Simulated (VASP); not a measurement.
# CdS (PbO type) (P4/nmm) in VASP: notebook

The runs below take CdS (PbO type) through electric field gradients, with LDA.

All numbers are computed with VASP 6.6.1; they aren't measurements. Logs are shortened: lines on timing, memory, paths and dates and some standing lists are left out, and cuts for length are marked.

## Step 1: The cell of the first run

Symmetry: P4/nmm, No. 129, tetragonal system. The conventional cell has a = 4.985 Å, b = 4.985 Å, c = 3.872 Å, α = 90.00°, β = 90.00°, γ = 90.00°. Within 3.4 Å of Cd (site symmetry 4mm) lie 4 S at 2.55 Å. S (site symmetry -4m2) has 4 Cd at 2.55 Å and 4 S at 3.52 Å within 3.6 Å.

## Step 2: Electric field gradients, LDA

The input, INCAR:

```
SYSTEM = CdS
ALGO = Normal ; EDIFF = 1E-8
ENCUT = 520 ; ISIF = 2
ISMEAR = -1 ; LASPH = .True.
LCHARG = .False. ; LEFG = .True.
LREAL = .False. ; LWAVE = .False.
NBANDS = 26 ; NELM = 80
PREC = Accurate ; SIGMA = 0.08
```

The input, KPOINTS:

```
k-points
0
Gamma
  10 10 8
  0 0 0
```

The input, POSCAR:

```
CdS
1.0
    4.9849431769      0.0000000000      0.0000000000
    0.0000000000      4.9849431769      0.0000000000
    0.0000000000      0.0000000000      3.8717690586
Cd S
2 2
Direct
    0.0000000000      0.5000000000      0.1368911506
    0.5000000000      0.0000000000      0.8631088494
    0.0000000000      0.0000000000      0.0000000000
    0.5000000000      0.5000000000      0.0000000000
```

Potentials or basis: VASP PAW LDA potentials, release 64 (Cd, S).

Launch:

```sh
cat potpaw_LDA.64/Cd/POTCAR potpaw_LDA.64/S/POTCAR > POTCAR
mpirun -np 1 vasp_std > vasp.out
```

OUTCAR:

```text
SYSTEM = CdS
   EDIFF = 1E-8
   ENCUT = 520
   ISIF = 2
   ISMEAR = -1
   LASPH = .True.
   LREAL = .False.
   NELM = 80
   PREC = Accurate

 ion  position               nearest neighbor table
   1  0.000  0.500  0.137-   3 2.55   4 2.55   3 2.55   4 2.55   2 3.68   2 3.68   2 3.68   2 3.68

   2  0.500  0.000  0.863-   3 2.55   4 2.55   4 2.55   3 2.55   1 3.68   1 3.68   1 3.68   1 3.68

   3  0.000  0.000  0.000-   1 2.55   2 2.55   1 2.55   2 2.55
   4  0.500  0.500  0.000-   1 2.55   2 2.55   2 2.55   1 2.55

  LATTYP: Found a simple tetragonal cell.
 ALAT       =     4.9849431769
 C/A-ratio  =     0.7766927167

  Lattice vectors:

 A1 = (   4.9849431769,   0.0000000000,   0.0000000000)
 A2 = (   0.0000000000,   4.9849431769,   0.0000000000)
 A3 = (   0.0000000000,   0.0000000000,   3.8717690586)

Analysis of symmetry for initial positions (statically):
=====================================================================
 Subroutine PRICEL returns:
 Original cell was already a primitive cell.

 Routine SETGRP: Setting up the symmetry group for a
 simple tetragonal supercell.

 Subroutine GETGRP returns: Found 16 space group operations
 (whereof  8 operations were pure point group operations)
 out of a pool of 16 trial point group operations.

The static configuration has the point symmetry D_2d.
 The point group associated with its full space group is D_4h.

Analysis of symmetry for dynamics (positions and initial velocities):
=====================================================================
 Subroutine PRICEL returns:
 Original cell was already a primitive cell.

 Routine SETGRP: Setting up the symmetry group for a
 simple tetragonal supercell.

 Subroutine GETGRP returns: Found 16 space group operations
 (whereof  8 operations were pure point group operations)
 out of a pool of 16 trial point group operations.

The dynamic configuration has the point symmetry D_2d.
 The point group associated with its full space group is D_4h.

 Subroutine INISYM returns: Found 16 space group operations
 (whereof  8 operations are pure point group operations),
 and found     1 'primitive' translations

----------------------------------------------------------------------------------------

                                     Primitive cell

  volume of cell :      96.2121

  direct lattice vectors                    reciprocal lattice vectors
     4.984943177  0.000000000  0.000000000     0.200604092  0.000000000  0.000000000
     0.000000000  4.984943177  0.000000000     0.000000000  0.200604092  0.000000000
     0.000000000  0.000000000  3.871769059     0.000000000  0.000000000  0.258279868

  length of vectors
     4.984943177  4.984943177  3.871769059     0.200604092  0.200604092  0.258279868

  position of ions in fractional coordinates (direct lattice)
     0.000000000  0.500000000  0.136891151
     0.500000000  0.000000000  0.863108849
     0.000000000  0.000000000  0.000000000
     0.500000000  0.500000000  0.000000000

  ion indices of the primitive-cell ions
   primitive index   ion index
                 1           1
                 2           2
                 3           3
                 4           4

----------------------------------------------------------------------------------------

 KPOINTS: k-points

Automatic generation of k-mesh.
 Grid dimensions read from file:
 generate k-points for:   10   10    8

 Generating k-lattice:

  Cartesian coordinates                     Fractional coordinates (reciprocal lattice)
     0.020060409  0.000000000  0.000000000     0.100000000  0.000000000  0.000000000
     0.000000000  0.020060409  0.000000000     0.000000000  0.100000000  0.000000000
     0.000000000  0.000000000  0.032284983     0.000000000  0.000000000  0.125000000
[... 42 lines left out ...]
   dimension x,y,z NGX =    40 NGY =   40 NGZ =   30
   dimension x,y,z NGXF=    80 NGYF=   80 NGZF=   60
   ions per type =               2   2
   NGX,Y,Z   is equivalent  to a cutoff of  13.34, 13.34, 12.88 a.u.
   NGXF,Y,Z  is equivalent  to a cutoff of  26.68, 26.68, 25.76 a.u.
 SYSTEM =  CdS
   PREC   = accura    normal or accurate (medium, high low for compatibility)
   ISTART =      0    job   : 0-new  1-cont  2-samecut
   ICHARG =      2    charge: 1-file 2-atom 10-const
   ISPIN  =      1    spin polarized calculation?
   LNONCOLLINEAR =      F non collinear calculations
   LSORBIT =      F    spin-orbit coupling
   LASPH  =      T    aspherical Exc in radial PAW
   ENCUT  =  520.0 eV  38.22 Ry    6.18 a.u.   9.27  9.27  7.20*2*pi/ulx,y,z
   NELM   =     80;   NELMIN=  2; NELMDL= -5     # of ELM steps
   EDIFF  = 0.1E-07   stopping-criterion for ELM
   LREAL  =      F    real-space projection
   EDIFFG = 0.1E-06   stopping-criterion for IOM
   NSW    =      0    number of steps for IOM
   IBRION =     -1    ionic relax: 0-MD 1-quasi-New 2-CG
   NFREE  =      0    steps in history (QN), initial steepest desc. (CG)
   ISIF   =      2    stress and relaxation
   ISYM   =      2    0-nonsym 1-usesym 2-fastsym
   POTIM  = 0.5000    time-step for ionic-motion
   TEBEG  =    0.0;   TEEND  =   0.0 temperature during run
   PSTRESS=    0.0 pullay stress
   NELECT =      36.0000    total number of electrons
   NUPDOWN=      -1.0000    fix difference up-down
   EMIN   =  10.00;   EMAX   =-10.00  energy-range for DOS
   EFERMI =   0.00;   METHOD = LEGACY
   ISMEAR =    -1;   SIGMA  =   0.08  broadening in eV -4-tet -1-fermi 0-gaus
   EFERMI_NEDOS =   21; number of points for ismear=-14 and -15
   IALGO  =     38    algorithm
   IMIX   =      4    mixing-type and parameters
     AMIX     =   0.40;   BMIX     =  1.00
     AMIX_MAG =   1.60;   BMIX_MAG =  1.00
  volume/ion in A,a.u.               =      24.05       162.32
  Fermi-wavevector in a.u.,A,eV,Ry     =   1.179684  2.229280 18.934608  1.391654
  Thomas-Fermi vector in A             =   2.315990
   LORBIT       =      0    0 simple, 1 ext, 2 COOP (PROOUT), +10 PAW based schemes
   GGA     = CA    functional components
   LHFCALC =     F    Hartree Fock is set to
   AEXX    =    0.0000 exact exchange contribution
   IVDW    =     0    specifies the selected vdW correction
   LEPSILON=     F    determine dielectric tensor
   LRPA    =     F    only Hartree local field effects (RPA)
 non-spin polarized calculation
  energy-cutoff  :      520.00
  volume of cell :       96.21
 maximum number of plane-waves:      2630
 NGX is ok and might be reduce to    40
   NGX = 19   NGY = 19   NGZ = 15

 number of electron      36.0000014 magnetization

 Free energy of the ion-electron system (eV)
  ---------------------------------------------------
  ext. energy  EPLUGINS =         0.00000000
  ---------------------------------------------------
  free energy    TOTEN  =       -12.92094673 eV

  energy without entropy =      -12.90160130  energy(sigma->0) =      -12.91127401

 E-fermi :   2.2188     XC(G=0):  -9.7856

 val. band max:        2.2101670855   @ k =   0.5000   0.4000   0.5000
 cond. band min:       2.2239858834   @ k =   0.4000   0.4000   0.3750
 fundamental gap:      0.0138187980
 Fermi energy:         2.2187558754

 k-point     1 :       0.0000    0.0000    0.0000
  band No.  band energies     occupation
      1     -11.1748      2.00000
      2     -10.3100      2.00000
      3      -6.4329      2.00000
      4      -6.4148      2.00000
      5      -6.3183      2.00000
      6      -6.3024      2.00000
[... 685 lines left out ...]
     25      10.2327      0.00000
     26      10.4445      0.00000

 [... further k-points ...]

------------------------ aborting loop because EDIFF is reached ----------------------------------------

  FORCE on cell =-STRESS in cart. coord.  units (eV):
  Direction    XX          YY          ZZ          XY          YZ          ZX
  --------------------------------------------------------------------------------------
  -------------------------------------------------------------------------------------
  Total        0.4962648      0.4962648      0.0397668      0.0000000     -0.0000000      0.0000000
  in kB        8.2640742      8.2640742      0.6622186      0.0000000     -0.0000000      0.0000000
  external PRESSURE =       5.7301223 kB  Pullay stress =       0.0000000 kB

 VOLUME and BASIS-vectors are now :
 -----------------------------------------------------------------------------
  energy-cutoff  :      520.00
  volume of cell :       96.21
      direct lattice vectors                 reciprocal lattice vectors
     4.984943177  0.000000000  0.000000000     0.200604092  0.000000000  0.000000000
     0.000000000  4.984943177  0.000000000     0.000000000  0.200604092  0.000000000
     0.000000000  0.000000000  3.871769059     0.000000000  0.000000000  0.258279868

 POSITION                                       TOTAL-FORCE (eV/Angst)
 -----------------------------------------------------------------------------------
      0.00000      2.49247      0.53001         0.000000     -0.000000      0.040012
      2.49247      0.00000      3.34176         0.000000      0.000000     -0.040012
      0.00000      0.00000      0.00000         0.000000      0.000000      0.000000
      2.49247      2.49247      0.00000         0.000000     -0.000000      0.000000
 -----------------------------------------------------------------------------------
    total drift:                                0.000000      0.000000      0.000000

  FREE ENERGIE OF THE ION-ELECTRON SYSTEM (eV)
  ---------------------------------------------------
  free  energy   TOTEN  =       -12.9209467267 eV

  energy  without entropy=      -12.9016013005  energy(sigma->0) =      -12.91127401

 Electric field gradients (V/A^2)
---------------------------------------------------------------------
 ion       V_xx      V_yy      V_zz      V_xy      V_xz      V_yz
---------------------------------------------------------------------
   1    -114.533  -114.533   229.065    -0.000    -0.000    -0.000
   2    -114.533  -114.533   229.065     0.000    -0.000    -0.000
   3      37.734    37.734   -75.468     0.000    -0.000     0.000
   4      37.734    37.734   -75.468     0.000     0.000     0.000
---------------------------------------------------------------------

 Electric field gradients after diagonalization (V/A^2)
 (convention: |V_zz| > |V_xx| > |V_yy|)
----------------------------------------------------------------------
 ion       V_xx      V_yy      V_zz     asymmetry (V_yy - V_xx)/ V_zz
----------------------------------------------------------------------
   1    -114.533  -114.533   229.065       0.000
   2    -114.533  -114.533   229.065       0.000
   3      37.734    37.734   -75.468       0.000
   4      37.734    37.734   -75.468       0.000
----------------------------------------------------------------------

           NMR quadrupolar parameters

 Cq : quadrupolar parameter    Cq=e*Q*V_zz/h
 eta: asymmetry parameters     (V_yy - V_xx)/ V_zz
 Q  : nuclear electric quadrupole moment in mb (millibarn)
----------------------------------------------------------------------
 ion       Cq(MHz)       eta       Q (mb)
----------------------------------------------------------------------
   1       0.554       0.000       1.000
   2       0.554       0.000       1.000
   3      -0.182       0.000       1.000
   4      -0.182       0.000       1.000
----------------------------------------------------------------------
```

Run time: 6.6 min. Hardware: 1 thread of Oxide Virtual Turin-like, shared host; peak memory 0.3 GiB.

What came out:

```yaml
Free_energy: -12.9209 eV
Pressure: 0.6 GPa
Largest_force: 0.040 eV/Å
Band_gap_on_the_k_mesh: zero (bands 18 and 19 overlap by 0.76 eV)
Largest_electric_field_gradient_by_atom: Cd +229.1; S -75.5 V/Å²
```

Forces on the atoms (eV/Å):
```
Cd   0.000  0.000  0.040
Cd   0.000  0.000 -0.040
S    0.000  0.000  0.000
S    0.000  0.000  0.000
```

Levels at points of the mesh, in eV from the Fermi level:
```tsv
k point	band 14	band 15	band 16	band 17	band 18	band 19	band 20	band 21	band 22	band 23
(0.00, 0.00, 0.00)	-4.43	-2.12	-1.83	-1.83	-0.60	-0.40	-0.33	4.52	6.76	7.98
(0.50, 0.00, 0.00)	-4.06	-3.16	-3.16	-0.96	-0.96	2.73	2.73	4.90	4.90	7.68
(0.50, 0.50, 0.00)	-5.87	-0.96	-0.96	0.09	0.09	3.76	3.76	3.84	3.84	6.60
(0.00, 0.00, 0.50)	-3.94	-3.94	-1.70	-1.61	-1.61	0.36	1.62	3.20	3.91	4.64
(0.50, 0.00, 0.50)	-3.58	-2.81	-2.81	-2.76	-2.76	2.09	2.09	4.62	4.62	6.05
(0.50, 0.50, 0.50)	-5.11	-2.56	-2.56	0.18	0.18	0.42	0.42	5.54	5.54	7.20
```

Electric field gradients, principal values (V/Å²):
| atom | least | middle | greatest (by size) |
| --- | --- | --- | --- |
| 1 Cd | -114.533 | -114.533 | 229.065 |
| 2 Cd | -114.533 | -114.533 | 229.065 |
| 3 S | 37.734 | 37.734 | -75.468 |
| 4 S | 37.734 | 37.734 | -75.468 |

Caveat: semilocal functionals underestimate gaps, and a narrow one can read as zero; without QUAD_EFG the Cq values of the log hold for a quadrupole moment of 1 mb, not for the nuclei.

(Part 1 of 2 ends here.)
